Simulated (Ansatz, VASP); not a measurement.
## One calculation of Cd, two programs

File INCAR:

```
PREC = Accurate ; ENCUT = 520
EDIFF = 1E-6 ; ISMEAR = 0
SIGMA = 0.1 ; LREAL = False
LASPH = True ; NELM = 60
ALGO = Fast ; ISIF = 2
LWAVE = False ; LCHARG = False
GGA = PS ; NBANDS = 32
```

File KPOINTS:

```
regular mesh
0
Gamma
  15 15 4
```

File POSCAR:

```
Cd
1.0
    2.9699326148      0.0000000000      0.0000000000
   -1.4849663074      2.5720370919      0.0000000000
    0.0000000000      0.0000000000     10.6413335392
Cd
4
Direct
    0.0000000000      0.0000000000      0.0000000000
    0.3333333300      0.6666666700      0.2500000000
    0.0000000000      0.0000000000      0.5000000000
    0.6666666700      0.3333333300      0.7500000000
```

Input for Ansatz:

```yaml
crystal:
  lattice:
    - [2.9699326148, 0.0, 0.0]
    - [-1.4849663074, 2.5720370919, 0.0]
    - [0.0, 0.0, 10.6413335392]
  atoms:
    - { symbol: Cd, position: [0.0, 0.0, 0.0] }
    - { symbol: Cd, position: [0.33333333, 0.66666667, 0.25] }
    - { symbol: Cd, position: [0.0, 0.0, 0.5] }
    - { symbol: Cd, position: [0.66666667, 0.33333333, 0.75] }
basis:
  ecutwfc: 420
kpoints:
  mp_grid: { grid: [15, 15, 4] }
hamiltonian:
  xc: pbesol
scf:
  occupations: { method: gaussian, width: 0.1 }
output:
  forces: true
  stress: true
  eigenvalues: true
```

Alike in both runs: task single point; functional PBEsol; k mesh 15 × 15 × 4; occupations gaussian, width 0.1 eV; no spin polarisation.

|  | VASP | Ansatz |
| --- | --- | --- |
| version | VASP 6.6.1 | Ansatz 0.2.0 |
| potentials or method | VASP PAW PBE potentials, release 64 (Cd), cutoff 520 eV | scalar-relativistic, plane waves, PAW |
| valence electrons in the cell | 48 | 80 |

VASP gave:

| Item | Value |
| --- | --- |
| gap on the k mesh at the Fermi level (eV) | none |
| pressure (GPa) | 2.3 |
| traceless stress, the component that is largest in VASP (GPa) | 1.16 |

Problem. Estimate Ansatz's values.

Solution. gap on the k mesh at the Fermi level (eV): none; pressure (GPa): 1.8; traceless stress, the component that is largest in VASP (GPa): 1.27.

VASP's potentials were made for PBE, not for PBEsol. A gap of «none» marks a metal or a gap that the smearing closes. The functional is the same, so the differences come from potentials, cutoffs and numerics. VASP's potentials hold 48 valence electrons a cell and Ansatz's 80, so a difference there can come from the potentials and not from the codes.
